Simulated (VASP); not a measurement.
Write the native input for VASP 6.6.1 that does the following.

```
Task                   : single point
Functional             : PBEsol
Potentials or basis    : VASP PAW PBE potentials, release 64 (Pd)
Cutoff                 : 520 eV
k mesh                 : 11 × 11 × 6
Occupations            : fermi-dirac, width 0.05 eV
Spin                   : no spin polarisation
Dipole correction      : no
Further INCAR settings : ALGO = Normal; EDIFF = 1e-07; NBANDS = 17
```

The structure of Pd lies in POSCAR:

```
Pd
1.0
    2.7255215592      0.0000000000      0.0000000000
   -1.3627607796      2.3603709088      0.0000000000
    0.0000000000      0.0000000000      4.5448301119
Pd
2
Direct
    0.3333333333      0.6666666667      0.2500000000
    0.6666666667      0.3333333333      0.7500000000
```

These files were run (other wordings do the same):

INCAR

```
SYSTEM = Pd
ALGO     = Normal         ! electronic algorithm
EDIFF    = 1E-7           ! SCF threshold, eV
ENCUT    = 520            ! plane-wave cutoff, eV
GGA      = PS             ! functional
ISIF     = 2              ! what is computed and relaxed
ISMEAR   = -1             ! smearing method
LASPH    = .True.         ! aspherical terms in the spheres
LCHARG   = .False.        ! write CHGCAR
LREAL    = .False.        ! projectors in reciprocal space
LWAVE    = .False.        ! write WAVECAR
NBANDS   = 17             ! bands
NELM     = 60             ! most SCF steps
PREC     = Accurate       ! precision mode
SIGMA    = 0.05           ! smearing width, eV
```

KPOINTS

```
k-points
0
Gamma
  11 11 6
  0 0 0
```

Potentials or basis: VASP PAW PBE potentials, release 64 (Pd).

The run is started by

```bash
$ cat potpaw_PBE.64/Pd/POTCAR > POTCAR
$ mpirun -np 1 vasp_std > vasp.out
```

It gave:

```
Pressure               : -0.3 GPa
Band gap on the k mesh : zero (band 10 reaches 9.94 eV, above the bottom of band 11 at 9.06 eV)
```

Caveat: the PAW data sets were made with another functional, which shifts forces and pressure a little.

It took 14 s on 1 thread of AMD EPYC 9R45 96-Core Processor (Zen 5) (shared host), peak memory 0.13 GiB.
